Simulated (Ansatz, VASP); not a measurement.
# One calculation of Ba, two programs

```
Ba
1.0
     3.89621    0.00000    0.00000
     0.00000    3.89621    0.00000
     0.00000    0.00000    3.89621
Ba
1
Direct
  0.00000 0.00000 0.00000
```

Alike in both runs: task single point; functional PBE; k mesh 12 × 12 × 12; occupations gaussian, width 0.1 eV; no spin polarisation.

|  | VASP | Ansatz |
| --- | --- | --- |
| version | VASP 6.6.1 | Ansatz 0.2.0 |
| potentials or method | VASP PAW PBE potentials, release 64 (Ba_sv), cutoff 520 eV | scalar-relativistic, plane waves, PAW |
| valence electrons in the cell | 10 | 10 |

```tsv
	VASP	Ansatz	Ansatz less VASP
gap on the k mesh at the Fermi level (eV)	none	none	-
pressure (GPa)	0.5	0.3	-0.15
```

A gap of «none» marks a metal or a gap that the smearing closes. The functional is the same, so the differences come from potentials, cutoffs and numerics.

Neither program's run includes spin-orbit coupling.
